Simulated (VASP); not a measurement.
# SiO (Pm-3m) in VASP: a series of runs

SiO is run at these levels: PBE-based screened hybrid with 25 % exact exchange, r2SCAN0, r2SCANh, r2SCAN50; tasks: single point.

Program: VASP 6.6.1. These are calculated values, not measurements. Logs are shortened: lines on timing, memory, paths and dates and some standing lists are left out, and cuts for length are marked.

## (1) The cell of the first run

Symmetry: Pm-3m, No. 221, cubic system. The conventional cell has a = 2.798 Å, b = 2.798 Å, c = 2.798 Å, α = 90.00°, β = 90.00°, γ = 90.00°. Si (site symmetry m-3m) has 8 O at 2.42 Å and 6 Si at 2.80 Å within 3.2 Å. Within 3.2 Å of O (site symmetry m-3m) lie 8 Si at 2.42 Å and 6 O at 2.80 Å.

## (2) Single point, PBE-based screened hybrid with 25 % exact exchange

Input file POSCAR:

```
SiO
1.0
    2.7977673786      0.0000000000      0.0000000000
    0.0000000000      2.7977673786      0.0000000000
    0.0000000000      0.0000000000      2.7977673786
Si O
1 1
Direct
    0.0000000000      0.0000000000      0.0000000000
    0.5000000000      0.5000000000      0.5000000000
```

Input file INCAR.step1:

```
SYSTEM = SiO
PREC     = Accurate       ! precision mode
ENCUT    = 520            ! plane-wave cutoff, eV
EDIFF    = 1E-5           ! SCF threshold, eV
ISMEAR   = -1             ! smearing method
SIGMA    = 0.05           ! smearing width, eV
LREAL    = .FALSE.        ! projectors in reciprocal space
LASPH    = .TRUE.         ! aspherical terms in the spheres
NELM     = 80             ! most SCF steps
ALGO     = Normal         ! electronic algorithm
ISIF     = 2              ! what is computed and relaxed
LWAVE    = .TRUE.         ! write WAVECAR
LCHARG   = .FALSE.        ! write CHGCAR
NBANDS   = 12             ! bands
GGA      = PE             ! functional
```

Input file INCAR.step2:

```
SYSTEM = SiO
PREC     = Accurate       ! precision mode
ENCUT    = 520            ! plane-wave cutoff, eV
EDIFF    = 1E-6           ! SCF threshold, eV
ISMEAR   = -1             ! smearing method
SIGMA    = 0.05           ! smearing width, eV
LREAL    = .FALSE.        ! projectors in reciprocal space
LASPH    = .TRUE.         ! aspherical terms in the spheres
NELM     = 80             ! most SCF steps
ALGO     = Normal         ! electronic algorithm
ISIF     = 2              ! what is computed and relaxed
LWAVE    = .FALSE.        ! write WAVECAR
LCHARG   = .FALSE.        ! write CHGCAR
GGA      = PE             ! functional
LHFCALC  = .TRUE.         ! exact exchange
AEXX     = 0.25           ! exact-exchange fraction
HFSCREEN = 0.3            ! screening, 1/A
PRECFOCK = Normal       
NBANDS   = 12             ! bands
ISTART   = 1
```

Input file KPOINTS:

```
regular mesh
0
G
  5 5 5
  0 0 0
```

Potentials or basis: VASP PAW PBE potentials, release 64 (Si, O).

The run is started by

```console
$ cat potpaw_PBE.64/Si/POTCAR potpaw_PBE.64/O/POTCAR > POTCAR
$ cp INCAR.step1 INCAR
$ mpirun -np 1 vasp_std > vasp.out
$ cp INCAR.step2 INCAR
$ mpirun -np 1 vasp_std > vasp.out
```

OUTCAR:

```text
SYSTEM = SiO
   PREC = Accurate
   ENCUT = 520
   EDIFF = 1E-6
   ISMEAR = -1
   LREAL = .FALSE.
   LASPH = .TRUE.
   NELM = 80
   ISIF = 2
   GGA = PE
   LHFCALC = .TRUE.
   AEXX = 0.25
   HFSCREEN = 0.3
   PRECFOCK = Normal
   ISTART = 1

 ion  position               nearest neighbor table
   1  0.000  0.000  0.000-   2 2.42   2 2.42   2 2.42   2 2.42   2 2.42   2 2.42   2 2.42   2 2.42

   2  0.500  0.500  0.500-   1 2.42   1 2.42   1 2.42   1 2.42   1 2.42   1 2.42   1 2.42   1 2.42

  LATTYP: Found a simple cubic cell.
 ALAT       =     2.7977673786

  Lattice vectors:

 A1 = (   2.7977673786,   0.0000000000,   0.0000000000)
 A2 = (   0.0000000000,   2.7977673786,   0.0000000000)
 A3 = (   0.0000000000,   0.0000000000,   2.7977673786)

Analysis of symmetry for initial positions (statically):
=====================================================================
 Subroutine PRICEL returns:
 Original cell was already a primitive cell.

 Routine SETGRP: Setting up the symmetry group for a
 simple cubic supercell.

 Subroutine GETGRP returns: Found 48 space group operations
 (whereof 48 operations were pure point group operations)
 out of a pool of 48 trial point group operations.

The static configuration has the point symmetry O_h .

Analysis of symmetry for dynamics (positions and initial velocities):
=====================================================================
 Subroutine PRICEL returns:
 Original cell was already a primitive cell.

 Routine SETGRP: Setting up the symmetry group for a
 simple cubic supercell.

 Subroutine GETGRP returns: Found 48 space group operations
 (whereof 48 operations were pure point group operations)
 out of a pool of 48 trial point group operations.

The dynamic configuration has the point symmetry O_h .

 Subroutine INISYM returns: Found 48 space group operations
 (whereof 48 operations are pure point group operations),
 and found     1 'primitive' translations

----------------------------------------------------------------------------------------

                                     Primitive cell

  volume of cell :      21.8995

  direct lattice vectors                    reciprocal lattice vectors
     2.797767379  0.000000000  0.000000000     0.357427858  0.000000000  0.000000000
     0.000000000  2.797767379  0.000000000     0.000000000  0.357427858  0.000000000
     0.000000000  0.000000000  2.797767379     0.000000000  0.000000000  0.357427858

  length of vectors
     2.797767379  2.797767379  2.797767379     0.357427858  0.357427858  0.357427858

  position of ions in fractional coordinates (direct lattice)
     0.000000000  0.000000000  0.000000000
     0.500000000  0.500000000  0.500000000

  ion indices of the primitive-cell ions
   primitive index   ion index
                 1           1
                 2           2

----------------------------------------------------------------------------------------

 KPOINTS: regular mesh

Automatic generation of k-mesh.
 Grid dimensions read from file:
 generate k-points for:    5    5    5

 Generating k-lattice:

  Cartesian coordinates                     Fractional coordinates (reciprocal lattice)
     0.071485572  0.000000000  0.000000000     0.200000000  0.000000000  0.000000000
     0.000000000  0.071485572  0.000000000     0.000000000  0.200000000  0.000000000
     0.000000000  0.000000000  0.071485572     0.000000000  0.000000000  0.200000000

  Length of vectors
     0.071485572  0.071485572  0.071485572

  Shift w.r.t. Gamma in fractional coordinates (k-lattice)
     0.000000000  0.000000000  0.000000000

 Subroutine IBZKPT returns following result:
 ===========================================

 Found     10 irreducible k-points:

 Following reciprocal coordinates:
            Coordinates               Weight
  0.000000  0.000000  0.000000      1.000000
  0.200000  0.000000  0.000000      6.000000
  0.400000  0.000000  0.000000      6.000000
  0.200000  0.200000  0.000000     12.000000
  0.400000  0.200000  0.000000     24.000000
  0.400000  0.400000  0.000000     12.000000
  0.200000  0.200000  0.200000      8.000000
  0.400000  0.200000  0.200000     24.000000
  0.400000  0.400000  0.200000     24.000000
  0.400000  0.400000  0.400000      8.000000
   k-points           NKPTS =     10   k-points in BZ     NKDIM =    125   number of bands    NBANDS=     12
   number of dos      NEDOS =    301   number of ions     NIONS =      2
   total plane-waves  NPLWV =  13824
   dimension x,y,z NGX =    24 NGY =   24 NGZ =   24
   dimension x,y,z NGXF=    48 NGYF=   48 NGZF=   48
   ions per type =               1   1
   NGX,Y,Z   is equivalent  to a cutoff of  14.26, 14.26, 14.26 a.u.
   NGXF,Y,Z  is equivalent  to a cutoff of  28.52, 28.52, 28.52 a.u.
 SYSTEM =  SiO
   PREC   = accura    normal or accurate (medium, high low for compatibility)
   ISTART =      1    job   : 0-new  1-cont  2-samecut
   ICHARG =      0    charge: 1-file 2-atom 10-const
   ISPIN  =      1    spin polarized calculation?
   LNONCOLLINEAR =      F non collinear calculations
   LSORBIT =      F    spin-orbit coupling
   LASPH  =      T    aspherical Exc in radial PAW
   ENCUT  =  520.0 eV  38.22 Ry    6.18 a.u.   5.20  5.20  5.20*2*pi/ulx,y,z
   NELM   =     80;   NELMIN=  2; NELMDL=  0     # of ELM steps
   EDIFF  = 0.1E-05   stopping-criterion for ELM
   LREAL  =      F    real-space projection
   EDIFFG = 0.1E-04   stopping-criterion for IOM
   NSW    =      0    number of steps for IOM
   IBRION =     -1    ionic relax: 0-MD 1-quasi-New 2-CG
   NFREE  =      0    steps in history (QN), initial steepest desc. (CG)
   ISIF   =      2    stress and relaxation
   ISYM   =      3    0-nonsym 1-usesym 2-fastsym
   POTIM  = 0.5000    time-step for ionic-motion
   TEBEG  =    0.0;   TEEND  =   0.0 temperature during run
   PSTRESS=    0.0 pullay stress
   NELECT =      10.0000    total number of electrons
   NUPDOWN=      -1.0000    fix difference up-down
   EMIN   =  10.00;   EMAX   =-10.00  energy-range for DOS
   EFERMI =   0.00;   METHOD = LEGACY
   ISMEAR =    -1;   SIGMA  =   0.05  broadening in eV -4-tet -1-fermi 0-gaus
   EFERMI_NEDOS =   21; number of points for ismear=-14 and -15
   IALGO  =     38    algorithm
   IMIX   =      1    mixing-type and parameters
     AMIX     =   0.40;   BMIX     =  1.00
     AMIX_MAG =   1.60;   BMIX_MAG =  1.00
  volume/ion in A,a.u.               =      10.95        73.89
  Fermi-wavevector in a.u.,A,eV,Ry     =   1.260656  2.382294 21.623104  1.589253
  Thomas-Fermi vector in A             =   2.394155
   LORBIT       =      0    0 simple, 1 ext, 2 COOP (PROOUT), +10 PAW based schemes
   GGA     = PE    functional components
   LHFCALC =     T    Hartree Fock is set to
   PRECFOCK=normal    Normal, Fast or Accurate (Low or Medium for compatibility)
   ENCUT4O =  -1.0   cutoff for four orbital integrals eV
   NKREDX  =     1    reduce k-point grid by
   NKREDY  =     1    reduce k-point grid by
   NKREDZ  =     1    reduce k-point grid by
   AEXX    =    0.2500 exact exchange contribution
   HFSCREEN=    0.3000 screening length (either q_TF or 0.3 A-1)
   HFSCREENC=   0.3000 screening length for correlation (either q_TF or 0.3 A-1)
   ENCUTFOCK=  -1.0 apply spherical cutoff to Coloumb kernel
   IVDW    =     0    specifies the selected vdW correction
   LEPSILON=     F    determine dielectric tensor
   LRPA    =     F    only Hartree local field effects (RPA)
 non-spin polarized calculation
  energy-cutoff  :      520.00
  volume of cell :       21.90
 maximum number of plane-waves:       619
 NGX is ok and might be reduce to    24
  NGX = 16; NGY = 16; NGZ = 16

 number of electron      10.0000003 magnetization

 Free energy of the ion-electron system (eV)
  ---------------------------------------------------
  ext. energy  EPLUGINS =         0.00000000
  ---------------------------------------------------
  free energy    TOTEN  =       -12.32437719 eV

  energy without entropy =      -12.32429760  energy(sigma->0) =      -12.32433740

 E-fermi :   7.9759     XC(G=0):  -9.5918

 val. band max:        7.6035674282   @ k =   0.2000   0.2000   0.2000
 cond. band min:       8.3740262585   @ k =   0.4000   0.4000   0.4000
 fundamental gap:      0.7704588303
 Fermi energy:         7.9758707165

 k-point     1 :       0.0000    0.0000    0.0000
  band No.  band energies     occupation
      1     -14.1221      2.00000
      2       0.3002      2.00000
      3       4.1215      2.00000
      4       4.1215      2.00000
      5       4.1215      2.00000
      6      14.6452      0.00000
      7      14.6452      0.00000
      8      17.2605      0.00000
      9      17.2605      0.00000
     10      17.2605      0.00000
     11      28.4891      0.00000
     12      28.4891      0.00000

 k-point     2 :       0.2000    0.0000    0.0000
  band No.  band energies     occupation
      1     -13.7395      2.00000
      2      -1.2045      2.00000
      3       4.4010      2.00000
      4       4.4010      2.00000
      5       4.7817      2.00000
      6      12.8684      0.00000
      7      15.3081      0.00000
      8      16.7571      0.00000
      9      16.7571      0.00000
     10      20.2147      0.00000
     11      26.8579      0.00000
     12      26.8579      0.00000

 k-point     3 :       0.4000    0.0000    0.0000
  band No.  band energies     occupation
      1     -12.9895      2.00000
      2      -3.3894      2.00000
      3       4.9107      2.00000
      4       4.9107      2.00000
      5       6.5458      2.00000
      6       9.9572      0.00000
      7      15.7854      0.00000
      8      15.7854      0.00000
      9      16.9136      0.00000
     10      23.7754      0.00000
     11      25.1870      0.00000
     12      25.5909      0.00000
[... 76 lines left out ...]
 k-point     9 :       0.4000    0.4000    0.2000
  band No.  band energies     occupation
      1     -11.9785      2.00000
      2      -0.4855      2.00000
      3       0.8035      2.00000
      4       3.9780      2.00000
      5       4.8393      2.00000
      6      10.4990      0.00000
      7      11.1699      0.00000
      8      14.6585      0.00000
      9      19.4921      0.00000
     10      22.2672      0.00000
     11      22.4759      0.00000
     12      27.1347      0.00000

 k-point    10 :       0.4000    0.4000    0.4000
  band No.  band energies     occupation
      1     -11.5919      2.00000
      2       1.0482      2.00000
      3       2.1354      2.00000
      4       2.1354      2.00000
      5       5.7173      2.00000
      6       8.3740      0.00070
      7       8.3740      0.00070
      8      11.3670      0.00000
      9      21.1857      0.00000
     10      22.1024      0.00000
     11      22.1024      0.00000
     12      33.0496      0.00000

------------------------ aborting loop because EDIFF is reached ----------------------------------------

  FORCE on cell =-STRESS in cart. coord.  units (eV):
  Direction    XX          YY          ZZ          XY          YZ          ZX
  --------------------------------------------------------------------------------------
  -------------------------------------------------------------------------------------
  Total       -0.0181036     -0.0181036     -0.0181036      0.0000000      0.0000000      0.0000000
  in kB       -1.3244688     -1.3244688     -1.3244688      0.0000000      0.0000000      0.0000000
  external PRESSURE =      -1.3244688 kB  Pullay stress =       0.0000000 kB

 VOLUME and BASIS-vectors are now :
 -----------------------------------------------------------------------------
  energy-cutoff  :      520.00
  volume of cell :       21.90
      direct lattice vectors                 reciprocal lattice vectors
     2.797767379  0.000000000  0.000000000     0.357427858  0.000000000  0.000000000
     0.000000000  2.797767379  0.000000000     0.000000000  0.357427858  0.000000000
     0.000000000  0.000000000  2.797767379     0.000000000  0.000000000  0.357427858

 POSITION                                       TOTAL-FORCE (eV/Angst)
 -----------------------------------------------------------------------------------
      0.00000      0.00000      0.00000         0.000000      0.000000      0.000000
      1.39888      1.39888      1.39888         0.000000      0.000000      0.000000
 -----------------------------------------------------------------------------------
    total drift:                               -0.000071      0.000032     -0.000031

  FREE ENERGIE OF THE ION-ELECTRON SYSTEM (eV)
  ---------------------------------------------------
  free  energy   TOTEN  =       -12.3243771936 eV

  energy  without entropy=      -12.3242976020  energy(sigma->0) =      -12.32433740
```

Wall time 78 s (1 thread of AMD EPYC 9R14 (Zen 4), shared host); peak memory 0.2 GiB.

Results:

```yaml
Free_energy: -12.3244 eV
Pressure: -0.1 GPa
Band_gap_on_the_k_mesh: 0.77 eV (least direct gap 2.26 eV)
```

Caveat: the k points lie up to 0.45 Å⁻¹ apart; the PAW data sets were made with another functional, which shifts forces and pressure a little; an odd mesh through Γ misses points on the zone boundary, where band edges can lie.

## (3) Single point, r2SCAN0

This run uses another cell than the first one, of 11.06 Å³/atom.

Input file POSCAR:

```
SiO
1.0
    2.8069700000      0.0000000000      0.0000000000
    0.0000000000      2.8069700000      0.0000000000
    0.0000000000      0.0000000000      2.8069700000
Si O
1 1
Direct
    0.0000000000      0.0000000000      0.0000000000
    0.5000000000      0.5000000000      0.5000000000
```

Input file INCAR.step1:

```
PREC = Accurate
ENCUT = 520
EDIFF = 1E-5
ISMEAR = -1
SIGMA = 0.05
LREAL = False
LASPH = True
NELM = 60
ALGO = Normal
ISIF = 2
LWAVE = True
GGA = PE
NBANDS = 12
```

Input file INCAR.step2:

```
PREC = Accurate
ENCUT = 520
EDIFF = 1E-6
ISMEAR = -1
SIGMA = 0.05
LREAL = False
LASPH = True
NELM = 60
ALGO = Normal
ISIF = 2
LWAVE = False
LCHARG = True
METAGGA = R2SCAN
LHFCALC = True
AEXX = 0.25
LMIXTAU = True
PRECFOCK = Normal
LELF = True
LVHAR = True
ISTART = 1
NBANDS = 12
```

Input file KPOINTS:

```
regular mesh
0
Gamma
  5 5 5
```

Potentials or basis: VASP PAW PBE potentials, release 64 (Si, O).

The run is started by

```console
$ cat potpaw_PBE.64/Si/POTCAR potpaw_PBE.64/O/POTCAR > POTCAR
$ cp INCAR.step1 INCAR
$ mpirun -np 1 vasp_std > vasp.out
$ cp INCAR.step2 INCAR
$ mpirun -np 1 vasp_std > vasp.out
```

Wall time 95 s (1 thread of AMD EPYC 9R14 (Zen 4), shared host); peak memory 0.11 GiB.

Results (log left out):

```
Free energy            : -16.8310 eV
Pressure               : -1.5 GPa
Band gap on the k mesh : 1.79 eV (least direct gap 3.24 eV)
```

Levels at points of the mesh, in eV from the valence-band top:
```tsv
k point	band 2	band 3	band 4	band 5	band 6	band 7	band 8	band 9
(0.00, 0.00, 0.00)	-7.61	-3.65	-3.65	-3.65	8.48	8.48	10.99	10.99
```

Caveat: the k points lie up to 0.45 Å⁻¹ apart; the PAW data sets were made with another functional, which shifts forces and pressure a little; an odd mesh through Γ misses points on the zone boundary, where band edges can lie.

[end of part 1 of 2]
